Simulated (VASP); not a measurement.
Wanted: the native input for a VASP 6.6.1 run.

```
Task                   : single point
Functional             : PBE
Potentials or basis    : VASP PAW PBE potentials, release 64 (Pt, H)
Cutoff                 : 400 eV
k mesh                 : 6 × 6 × 1
Occupations            : gaussian, width 0.1 eV
Spin                   : no spin polarisation
Dipole correction      : no
Further INCAR settings : ALGO = Normal; EDIFF = 1e-06; NBANDS = 94; NELMDL = -8
```

The structure of HPt16 lies in POSCAR:

```
HPt16
1.0
    5.5493740200      0.0000000000      0.0000000000
    2.7746870100      4.8058988800      0.0000000000
    0.0000000000      0.0000000000     19.7965673700
Pt H
16 1
Direct
    0.0000000000      0.0000000000      0.3283397510
    0.5000000000      0.0000000000      0.3283397510
    0.0000000000      0.5000000000      0.3283397510
    0.5000000000      0.5000000000      0.3283397510
    0.1666666667      0.1666666667      0.4427799170
    0.6666666667      0.1666666667      0.4427799170
    0.1666666667      0.6666666667      0.4427799170
    0.6666666667      0.6666666667      0.4427799170
    0.8333333333      0.3333333333      0.5572200830
    0.3333333333      0.3333333333      0.5572200830
    0.8333333333      0.8333333333      0.5572200830
    0.3333333333      0.8333333333      0.5572200830
    0.0000000000      0.0000000000      0.6716602490
    0.5000000000      0.0000000000      0.6716602490
    0.0000000000      0.5000000000      0.6716602490
    0.5000000000      0.5000000000      0.6716602490
    0.1666666667      0.1666666667      0.7853163167
```

These files were run (other wordings do the same):

INCAR

```
PREC = Accurate ; ENCUT = 400
EDIFF = 1E-6 ; ISMEAR = 0
SIGMA = 0.1 ; LREAL = False
LASPH = True ; NELM = 120
ALGO = Normal ; ISIF = 2
LWAVE = False ; LCHARG = False
GGA = PE ; NBANDS = 94
GGA_COMPAT = False ; NELMDL = -8
```

KPOINTS

```
regular mesh
0
Gamma
  6 6 1
```

Potentials or basis: VASP PAW PBE potentials, release 64 (Pt, H).

Run with:

```sh
$ cat potpaw_PBE.64/Pt/POTCAR potpaw_PBE.64/H/POTCAR > POTCAR
$ mpirun -np 1 vasp_std > vasp.out
```

Results of the run:

```json
{"Largest force": "1.774 eV/Å", "Band gap on the k mesh": "zero (an odd number of electrons rules out a gap without spin polarisation)"}
```

Caveat: there is no dipole correction, which matters where the two faces differ; spin-orbit coupling is left out, which moves the levels of the heavy elements.

Run time: 18 min on 1 thread of Oxide Virtual Turin-like Processor, on a shared host, peak memory 0.5 GiB.
